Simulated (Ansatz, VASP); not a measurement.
Ca: VASP beside Ansatz

```
Ca
1.0
     3.92210    0.00000    0.00000
    -1.96105    3.39664    0.00000
     0.00000    0.00000    6.43579
Ca
2
Direct
  0.33333 0.66667 0.25000
  0.66667 0.33333 0.75000
```

Alike in both runs: functional BLYP; k mesh 9 × 9 × 5; occupations fermi-dirac, width 0.1 eV; no spin polarisation.

Ansatz relaxed the structure, and its values are those at the end. VASP's run is a single point on that final structure, the one shown.

```csv
,VASP,Ansatz
version,VASP 6.6.1,Ansatz 0.2.0
potentials or method,"VASP PAW PBE potentials, release 64 (Ca_sv), cutoff 520 eV","plane waves (420 eV) with PAW, scalar-relativistic"
valence electrons in the cell,20,20
```

|  | VASP | Ansatz | Ansatz less VASP |
| --- | --- | --- | --- |
| pressure (GPa) | 0.0 | 0.0 | -0.01 |

VASP's potentials were made for PBE, not for BLYP. With one functional, cell and mesh, what is left measures potentials, basis and numerics.
